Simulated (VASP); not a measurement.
Runs of VASP 6.6.1 on Sn. The structure is that of space group I4/mmm (No. 139), or close to it. The cells are those of the table. 

| cell | further INCAR settings | gap on the mesh (eV) | pressure (GPa) |
| --- | --- | --- | --- |
| a = 3.409 Å, angles 112.5, 112.5, 103.6°, 1 atom | ALGO = Fast; EDIFF = 1e-07; NBANDS = 13 | none | -7.6 |
| a = 3.202 Å, angles 107.4, 107.4, 113.6°, 1 atom | ALGO = Fast; EDIFF = 1e-06; NBANDS = 13 | none | -0.4 |
| a = 3.163 Å, angles 106.4, 106.4, 115.8°, 1 atom | ALGO = Fast; EDIFF = 1e-06; NBANDS = 13 | none | (a) |
| a = 3.126 Å, angles 105.4, 105.4, 118.0°, 1 atom | ALGO = Fast; EDIFF = 1e-06; NBANDS = 13 | none | 6.4 |
| a = 3.431 Å, angles 113.0, 113.0, 102.7°, 1 atom | ALGO = Fast; EDIFF = 1e-06; NBANDS = 13 | none | -7.6 |

Alike in all rows: task single point; level PBEsol+D3(BJ); potentials or basis VASP PAW PBE potentials, release 64 (Sn_d); no spin polarisation; k mesh 18 × 18 × 18; cutoff (eV) 520; smearing gaussian 0.15 eV.

Q: Estimate the missing entries.

A: (a) 2.6.

Caveats: the PAW data sets were made with another functional, which shifts forces and pressure a little; spin-orbit coupling is left out, which moves the levels of the heavy elements; the cell stands under tension (at least some runs); the cell stands under pressure (at least some runs).

A k mesh can miss the band edges, and the runs leave out spin-orbit coupling on Sn.

A gap of «none» marks levels without a gap at the run's occupations.
